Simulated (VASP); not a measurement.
A run of VASP 6.6.1 is set up as follows.

The input INCAR:

```
PREC = Accurate
ENCUT = 520
EDIFF = 1E-6
ISMEAR = -1
SIGMA = 0.1
LREAL = False
LASPH = True
NELM = 100
ALGO = Normal
ISIF = 2
LWAVE = False
LCHARG = True
LDIPOL = True
IDIPOL = 3
DIPOL = 0.5 0.5 0.500
LELF = True
LVHAR = True
LVACPOTAV = True
NBANDS = 46
```

The input KPOINTS:

```
Automatic mesh
0
Gamma
  4 4 1
```

File POSCAR:

```
Li3Pb
1.0
    4.7284230458      0.0000000000      0.0000000000
    0.0000000000      4.7284230458      0.0000000000
    0.0000000000      0.0000000000     20.3587500000
Li Pb
9 3
Direct
    0.5000000000      0.5000000000      0.2947135752
    0.0000000000      0.5000000000      0.3768281451
    0.5000000000      0.0000000000      0.3768281451
    0.0000000000      0.0000000000      0.4589427150
    0.5000000000      0.0000000000      0.5410572850
    0.0000000000      0.5000000000      0.5410572850
    0.5000000000      0.5000000000      0.6231718549
    0.0000000000      0.5000000000      0.7052864248
    0.5000000000      0.0000000000      0.7052864248
    0.0000000000      0.0000000000      0.2947135752
    0.5000000000      0.5000000000      0.4589427150
    0.0000000000      0.0000000000      0.6231718549
```

Potentials or basis: VASP PAW LDA potentials, release 64 (Li_sv, Pb_d).

The run is started by

```console
$ cat potpaw_LDA.64/Li_sv/POTCAR potpaw_LDA.64/Pb_d/POTCAR > POTCAR
$ mpirun -np 1 vasp_std > vasp.out
```

(1) What does it give for the largest force?

(2) Predict the band gap on the k mesh.

Results:

(1) 0.418 eV/Å.

(2) zero (an odd number of electrons rules out a gap without spin polarisation).

Caveat: spin-orbit coupling is left out, which moves the levels of the heavy elements.
